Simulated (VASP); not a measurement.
Set up this calculation in VASP 6.6.1, as the native input.

| Quantity | Value |
| --- | --- |
| Task | single point |
| Functional | PBE |
| Potentials or basis | VASP PAW PBE potentials, release 64 (Ga_d, N) |
| Cutoff | 520 eV |
| k mesh | 10 × 10 × 10 |
| Occupations | gaussian, width 0.05 eV |
| Spin | no spin polarisation |
| Dipole correction | no |
| Further INCAR settings | ALGO = Normal; EDIFF = 1e-07; NBANDS = 16 |

The structure of GaN lies in POSCAR:

```
GaN
1.0
    0.0000000000      2.2827668816      2.2827668816
    2.2742384873      0.0085283943      2.2742384873
    2.2742384873      2.2742384873      0.0085283943
Ga N
1 1
Direct
    0.0000000000      0.0000000000      0.0000000000
    0.7500000000      0.7500000000      0.7500000000
```

This cell differs from its parent crystal: strain +0.0075 x Voigt [0, 0, 0, 1, 0, 0].

One way to write it, as run:

INCAR

```
PREC     = Accurate       # precision mode
ENCUT    = 520            # plane-wave cutoff, eV
EDIFF    = 1E-7           # SCF threshold, eV
ISMEAR   = 0              # smearing method
SIGMA    = 0.05           # smearing width, eV
LREAL    = F              # projectors in reciprocal space
LASPH    = T              # aspherical terms in the spheres
NELM     = 100            # most SCF steps
ALGO     = Normal         # electronic algorithm
ISIF     = 2              # what is computed and relaxed
LWAVE    = F              # write WAVECAR
LCHARG   = F              # write CHGCAR
GGA      = PE             # functional
NBANDS   = 16             # bands
```

KPOINTS

```
Automatic mesh
0
Gamma
  10 10 10
```

Potentials or basis: VASP PAW PBE potentials, release 64 (Ga_d, N).

Launch:

```console
$ cat potpaw_PBE.64/Ga_d/POTCAR potpaw_PBE.64/N/POTCAR > POTCAR
$ mpirun -np 1 vasp_std > vasp.out
```

Results of the run:

| Quantity | Value |
| --- | --- |
| Pressure | 0.1 GPa |
| Largest force | 0.053 eV/Å |
| Band gap on the k mesh | 1.53 eV, direct |

Caveat: the cell differs from its parent crystal (strain +0.0075 x Voigt [0, 0, 0, 1, 0, 0]).

Wall time 36 s on 1 thread of Intel(R) Xeon(R) 6975P-C (Granite Rapids), with other jobs on the host, peak memory 0.18 GiB.
